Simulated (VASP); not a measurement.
Write the native input for VASP 6.6.1 that does the following.

| Item | Value |
| --- | --- |
| Task | single point |
| Functional | PBEsol |
| Potentials or basis | VASP PAW PBE potentials, release 64 (Cd, Se) |
| Cutoff | 520 eV |
| k mesh | 10 × 10 × 10 |
| Occupations | gaussian, width 0.05 eV |
| Spin | no spin polarisation |
| Dipole correction | no |
| Further INCAR settings | ALGO = Normal; EDIFF = 1e-06; NBANDS = 16 |

The structure of CdSe lies in POSCAR:

```
CdSe
1.0
   -0.2230800596      3.3454405672      3.0413096065
    3.0413096065     -0.2230800596      3.0413096065
    2.8182295469      3.1223605075      0.0000000000
Cd Se
1 1
Direct
    0.0000000000      0.0000000000      0.0000000000
    0.7500000000      0.7500000000      0.7500000000
```

This cell differs from its parent crystal: engineering shear strain xz -0.1467, normal strain along z +0.1000.

One way to write it, as run:

INCAR

```
SYSTEM = CdSe
ALGO = Normal
EDIFF = 1E-6
ENCUT = 520
GGA = PS
ISIF = 2
ISMEAR = 0
LASPH = .TRUE.
LCHARG = .TRUE.
LELF = .TRUE.
LREAL = .FALSE.
LVHAR = .TRUE.
LWAVE = .FALSE.
NBANDS = 16
NELM = 80
PREC = Accurate
SIGMA = 0.05
```

KPOINTS

```
k-points
0
G
  10 10 10
  0 0 0
```

Potentials or basis: VASP PAW PBE potentials, release 64 (Cd, Se).

Run with:

```bash
$ cat potpaw_PBE.64/Cd/POTCAR potpaw_PBE.64/Se/POTCAR > POTCAR
$ mpirun -np 1 vasp_std > vasp.out
```

It gave:

The pressure is -2.7 GPa and the largest force is 0.471 eV/Å. The band gap on the k mesh is 0.31 eV.

Caveat: the cell differs from its parent crystal (engineering shear strain xz -0.1467, normal strain along z +0.1000); the PAW data sets were made with another functional, which shifts forces and pressure a little.

It took 4 min on 1 thread of Intel Xeon 8259CL, with other jobs on the host, peak memory 0.41 GiB.
